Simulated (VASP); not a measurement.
# SiC (Fm-3m) in VASP: a series of runs

SiC is run at these levels: PBE; tasks: single point, relaxation of cell and atoms.

Program: VASP 6.6.1. These are calculated values, not measurements. Logs are shortened: lines on timing, memory, paths and dates and some standing lists are left out, and cuts for length are marked.

## 1. The cell of the first run

Symmetry: Fm-3m, No. 225, cubic system. Conventional cell: a = 3.925 Å, b = 3.925 Å, c = 3.925 Å, α = 90.00°, β = 90.00°, γ = 90.00°. C (site symmetry m-3m) has 6 Si at 1.96 Å within 2.6 Å. Within 2.6 Å of Si (site symmetry m-3m) lie 6 C at 1.96 Å.

## 2. Single point, PBE

INCAR

```
SYSTEM = SiC
PREC = Accurate ; ENCUT = 600
EDIFF = 1E-6 ; ISMEAR = 0
SIGMA = 0.1 ; LREAL = .False.
LASPH = .True. ; NELM = 120
ALGO = Normal ; ISIF = 2
LWAVE = .False. ; LCHARG = .False.
GGA = PE ; NBANDS = 11
GGA_COMPAT = .False.
```

KPOINTS

```
Automatic mesh
0
Gamma
  16 16 16
  0 0 0
```

POSCAR

```
SiC
1.0
    0.0000000000      1.9627181777      1.9627181777
    1.9627181777      0.0000000000      1.9627181777
    1.9627181777      1.9627181777      0.0000000000
C Si
1 1
Direct
    0.0000000000      0.0000000000      0.0000000000
    0.5000000000      0.5000000000      0.5000000000
```

Potentials or basis: VASP PAW PBE potentials, release 64 (C, Si).

Started as:

```console
cat potpaw_PBE.64/C/POTCAR potpaw_PBE.64/Si/POTCAR > POTCAR
mpirun -np 1 vasp_std > vasp.out
```

OUTCAR:

```text
SYSTEM = SiC
   PREC = Accurate
   ENCUT = 600
   EDIFF = 1E-6
   ISMEAR = 0
   LREAL = .False.
   LASPH = .True.
   NELM = 120
   ISIF = 2
   GGA = PE

 ion  position               nearest neighbor table
   1  0.000  0.000  0.000-   2 1.96   2 1.96   2 1.96   2 1.96   2 1.96   2 1.96
   2  0.500  0.500  0.500-   1 1.96   1 1.96   1 1.96   1 1.96   1 1.96   1 1.96

  LATTYP: Found a face centered cubic cell.
 ALAT       =     3.9254363554

  Lattice vectors:

 A1 = (   0.0000000000,   1.9627181777,   1.9627181777)
 A2 = (   1.9627181777,   0.0000000000,   1.9627181777)
 A3 = (   1.9627181777,   1.9627181777,   0.0000000000)

Analysis of symmetry for initial positions (statically):
=====================================================================
 Subroutine PRICEL returns:
 Original cell was already a primitive cell.

 Routine SETGRP: Setting up the symmetry group for a
 face centered cubic supercell.

 Subroutine GETGRP returns: Found 48 space group operations
 (whereof 48 operations were pure point group operations)
 out of a pool of 48 trial point group operations.

The static configuration has the point symmetry O_h .

Analysis of symmetry for dynamics (positions and initial velocities):
=====================================================================
 Subroutine PRICEL returns:
 Original cell was already a primitive cell.

 Routine SETGRP: Setting up the symmetry group for a
 face centered cubic supercell.

 Subroutine GETGRP returns: Found 48 space group operations
 (whereof 48 operations were pure point group operations)
 out of a pool of 48 trial point group operations.

The dynamic configuration has the point symmetry O_h .

 Subroutine INISYM returns: Found 48 space group operations
 (whereof 48 operations are pure point group operations),
 and found     1 'primitive' translations

----------------------------------------------------------------------------------------

                                     Primitive cell

  volume of cell :      15.1218

  direct lattice vectors                    reciprocal lattice vectors
     0.000000000  1.962718178  1.962718178    -0.254748749  0.254748749  0.254748749
     1.962718178  0.000000000  1.962718178     0.254748749 -0.254748749  0.254748749
     1.962718178  1.962718178  0.000000000     0.254748749  0.254748749 -0.254748749

  length of vectors
     2.775702666  2.775702666  2.775702666     0.441237776  0.441237776  0.441237776

  position of ions in fractional coordinates (direct lattice)
     0.000000000  0.000000000  0.000000000
     0.500000000  0.500000000  0.500000000

  ion indices of the primitive-cell ions
   primitive index   ion index
                 1           1
                 2           2

----------------------------------------------------------------------------------------

 KPOINTS: Automatic mesh

Automatic generation of k-mesh.
 Grid dimensions read from file:
 generate k-points for:   16   16   16

 Generating k-lattice:

  Cartesian coordinates                     Fractional coordinates (reciprocal lattice)
    -0.015921797  0.015921797  0.015921797     0.062500000  0.000000000  0.000000000
     0.015921797 -0.015921797  0.015921797     0.000000000  0.062500000  0.000000000
     0.015921797  0.015921797 -0.015921797     0.000000000  0.000000000  0.062500000

  Length of vectors
     0.027577361  0.027577361  0.027577361

  Shift w.r.t. Gamma in fractional coordinates (k-lattice)
     0.000000000  0.000000000  0.000000000

 Subroutine IBZKPT returns following result:
 ===========================================

 Found    145 irreducible k-points:

 Following reciprocal coordinates:
            Coordinates               Weight
  0.000000  0.000000  0.000000      1.000000
  0.062500  0.000000  0.000000      8.000000
  0.125000  0.000000  0.000000      8.000000
  0.187500  0.000000  0.000000      8.000000
  0.250000  0.000000  0.000000      8.000000
  0.312500  0.000000  0.000000      8.000000
[... 16 lines left out ...]
 -0.125000  0.062500  0.000000     24.000000
 -0.062500  0.062500  0.000000     12.000000
 [... further k-points ...]
   k-points           NKPTS =    145   k-points in BZ     NKDIM =    145   number of bands    NBANDS=     11
   number of dos      NEDOS =    301   number of ions     NIONS =      2
   total plane-waves  NPLWV =  13824
   dimension x,y,z NGX =    24 NGY =   24 NGZ =   24
   dimension x,y,z NGXF=    48 NGYF=   48 NGZF=   48
   ions per type =               1   1
   NGX,Y,Z   is equivalent  to a cutoff of  14.37, 14.37, 14.37 a.u.
   NGXF,Y,Z  is equivalent  to a cutoff of  28.75, 28.75, 28.75 a.u.
 SYSTEM =  SiC
   PREC   = accura    normal or accurate (medium, high low for compatibility)
   ISTART =      0    job   : 0-new  1-cont  2-samecut
   ICHARG =      2    charge: 1-file 2-atom 10-const
   ISPIN  =      1    spin polarized calculation?
   LNONCOLLINEAR =      F non collinear calculations
   LSORBIT =      F    spin-orbit coupling
   LASPH  =      T    aspherical Exc in radial PAW
   ENCUT  =  600.0 eV  44.10 Ry    6.64 a.u.   5.54  5.54  5.54*2*pi/ulx,y,z
   NELM   =    120;   NELMIN=  2; NELMDL= -5     # of ELM steps
   EDIFF  = 0.1E-05   stopping-criterion for ELM
   LREAL  =      F    real-space projection
   EDIFFG = 0.1E-04   stopping-criterion for IOM
   NSW    =      0    number of steps for IOM
   IBRION =     -1    ionic relax: 0-MD 1-quasi-New 2-CG
   NFREE  =      0    steps in history (QN), initial steepest desc. (CG)
   ISIF   =      2    stress and relaxation
   ISYM   =      2    0-nonsym 1-usesym 2-fastsym
   POTIM  = 0.5000    time-step for ionic-motion
   TEBEG  =    0.0;   TEEND  =   0.0 temperature during run
   PSTRESS=    0.0 pullay stress
   NELECT =       8.0000    total number of electrons
   NUPDOWN=      -1.0000    fix difference up-down
   EMIN   =  10.00;   EMAX   =-10.00  energy-range for DOS
   EFERMI =   0.00;   METHOD = LEGACY
   ISMEAR =     0;   SIGMA  =   0.10  broadening in eV -4-tet -1-fermi 0-gaus
   EFERMI_NEDOS =   21; number of points for ismear=-14 and -15
   IALGO  =     38    algorithm
   IMIX   =      4    mixing-type and parameters
     AMIX     =   0.40;   BMIX     =  1.00
     AMIX_MAG =   1.60;   BMIX_MAG =  1.00
  volume/ion in A,a.u.               =       7.56        51.02
  Fermi-wavevector in a.u.,A,eV,Ry     =   1.324047  2.502087 23.852396  1.753102
  Thomas-Fermi vector in A             =   2.453611
   LORBIT       =      0    0 simple, 1 ext, 2 COOP (PROOUT), +10 PAW based schemes
   GGA     = PE    functional components
   LHFCALC =     F    Hartree Fock is set to
   AEXX    =    0.0000 exact exchange contribution
   IVDW    =     0    specifies the selected vdW correction
   LEPSILON=     F    determine dielectric tensor
   LRPA    =     F    only Hartree local field effects (RPA)
 non-spin polarized calculation
 Gauss-broadening in eV      SIGMA  =   0.10
  energy-cutoff  :      600.00
  volume of cell :       15.12
 maximum number of plane-waves:       531
 NGX is ok and might be reduce to    24
   NGX = 11   NGY = 11   NGZ = 11

 number of electron       8.0000000 magnetization

 Free energy of the ion-electron system (eV)
  ---------------------------------------------------
  ext. energy  EPLUGINS =         0.00000000
  ---------------------------------------------------
  free energy    TOTEN  =       -13.44114481 eV

  energy without entropy =      -13.44025023  energy(sigma->0) =      -13.44069752

 E-fermi :  13.9297     XC(G=0): -13.1198

 val. band max:       13.9278197694   @ k =  -0.0625   0.0625   0.0000
 cond. band min:      13.9757669257   @ k =   0.5000   0.4375   0.0000
 fundamental gap:      0.0479471563
 Fermi energy:        13.9296724835

 k-point     1 :       0.0000    0.0000    0.0000
  band No.  band energies     occupation
      1      -5.6967      2.00000
      2      13.8958      1.36772
      3      13.8958      1.36772
      4      13.8958      1.36772
      5      22.8549      0.00000
      6      22.8549      0.00000
      7      22.8549      0.00000
      8      23.0955      0.00000
      9      27.8102      0.00000
     10      27.8102      0.00000
     11      27.8102      0.00000

 k-point     2 :       0.0625    0.0000    0.0000
  band No.  band energies     occupation
      1      -5.5955      2.00000
      2      13.3353      2.00000
      3      13.8212      1.87486
      4      13.8212      1.87486
      5      22.5993      0.00000
      6      23.0468      0.00000
      7      23.0468      0.00000
      8      23.3905      0.00000
      9      26.2964      0.00000
     10      26.2964      0.00000
     11      27.7101      0.00000

 k-point     3 :       0.1250    0.0000    0.0000
  band No.  band energies     occupation
      1      -5.2926      2.00000
      2      11.9168      2.00000
      3      13.6250      1.99998
      4      13.6250      1.99998
      5      22.0230      0.00000
      6      23.3589      0.00000
      7      23.3589      0.00000
      8      24.1925      0.00000
      9      25.0959      0.00000
     10      25.0959      0.00000
     11      27.3674      0.00000

 k-point     4 :       0.1875    0.0000    0.0000
  band No.  band energies     occupation
      1      -4.7900      2.00000
      2      10.0737      2.00000
      3      13.3679      2.00000
      4      13.3679      2.00000
      5      21.4659      0.00000
      6      22.7269      0.00000
      7      22.7269      0.00000
      8      25.1741      0.00000
      9      25.4399      0.00000
     10      25.4399      0.00000
     11      26.9059      0.00000
[... 239 lines left out ...]
 k-point    22 :      -0.1875    0.0625    0.0000
  band No.  band energies     occupation
      1      -4.4898      2.00000
      2       9.4631      2.00000
      3      12.3614      2.00000
      4      13.6675      1.99979
      5      21.5805      0.00000
      6      21.8769      0.00000
      7      22.5006      0.00000
      8      24.8305      0.00000
      9      24.9052      0.00000
     10      27.3924      0.00000
     11      27.6501      0.00000

 k-point    23 :      -0.1250    0.0625    0.0000
  band No.  band energies     occupation
      1      -5.0577      2.00000
      2      11.3302      2.00000
      3      12.7189      2.00000
      4      13.8654      1.63658
      5      22.0000      0.00000
      6      23.0073      0.00000
      7      23.2603      0.00000
      8      23.9346      0.00000
      9      24.1740      0.00000
     10      26.4346      0.00000
     11      27.9096      0.00000

 k-point    24 :      -0.0625    0.0625    0.0000
  band No.  band energies     occupation
      1      -5.4271      2.00000
      2      12.7656      2.00000
      3      13.2125      2.00000
      4      13.9278      1.02090
      5      22.3753      0.00000
      6      23.1178      0.00000
      7      23.1490      0.00000
      8      24.0401      0.00000
      9      24.6408      0.00000
     10      26.1484      0.00000
     11      28.0823      0.00000

 [... further k-points ...]
[... 5 lines left out ...]
  --------------------------------------------------------------------------------------
  -------------------------------------------------------------------------------------
  Total        2.8237661      2.8237661      2.8237661      0.0000000     -0.0000000      0.0000000
  in kB      299.1820116    299.1820116    299.1820116      0.0000000     -0.0000000      0.0000000
  external PRESSURE =     299.1820116 kB  Pullay stress =       0.0000000 kB

 VOLUME and BASIS-vectors are now :
 -----------------------------------------------------------------------------
  energy-cutoff  :      600.00
  volume of cell :       15.12
      direct lattice vectors                 reciprocal lattice vectors
     0.000000000  1.962718178  1.962718178    -0.254748749  0.254748749  0.254748749
     1.962718178  0.000000000  1.962718178     0.254748749 -0.254748749  0.254748749
     1.962718178  1.962718178  0.000000000     0.254748749  0.254748749 -0.254748749

 POSITION                                       TOTAL-FORCE (eV/Angst)
 -----------------------------------------------------------------------------------
      0.00000      0.00000      0.00000         0.000000     -0.000000     -0.000000
      1.96272      1.96272      1.96272        -0.000000      0.000000      0.000000
 -----------------------------------------------------------------------------------
    total drift:                                0.000000     -0.000000     -0.000000

  FREE ENERGIE OF THE ION-ELECTRON SYSTEM (eV)
  ---------------------------------------------------
  free  energy   TOTEN  =       -13.4411448117 eV

  energy  without entropy=      -13.4402502306  energy(sigma->0) =      -13.44069752
```

Wall time 15 s (1 thread of Intel Xeon Platinum 8259CL at 2.50GHz (Skylake/Cascade Lake), shared host); peak memory 0.15 GiB.

Results:

- Free energy: -13.4411 eV
- Pressure: 29.9 GPa
- Band gap on the k mesh: zero (bands 4 and 5 overlap by 0.34 eV)

Levels at points of the mesh, in eV from the Fermi level:
```tsv
k point	band 1	band 2	band 3	band 4	band 5	band 6	band 7	band 8	band 9
(0.00, 0.00, 0.00)	-19.63	-0.03	-0.03	-0.03	8.93	8.93	8.93	9.17	13.88
(0.50, 0.00, 0.00)	-14.07	-12.35	-1.34	-1.34	5.65	5.65	6.47	10.64	15.80
(0.50, 0.50, 0.00)	-12.04	-10.72	-4.72	-4.72	-0.34	2.05	16.19	16.19	16.33
```

Caveat: the cell stands under pressure; semilocal functionals underestimate gaps, so a narrow gap can read as zero.

(Part 1 of 2 ends here.)
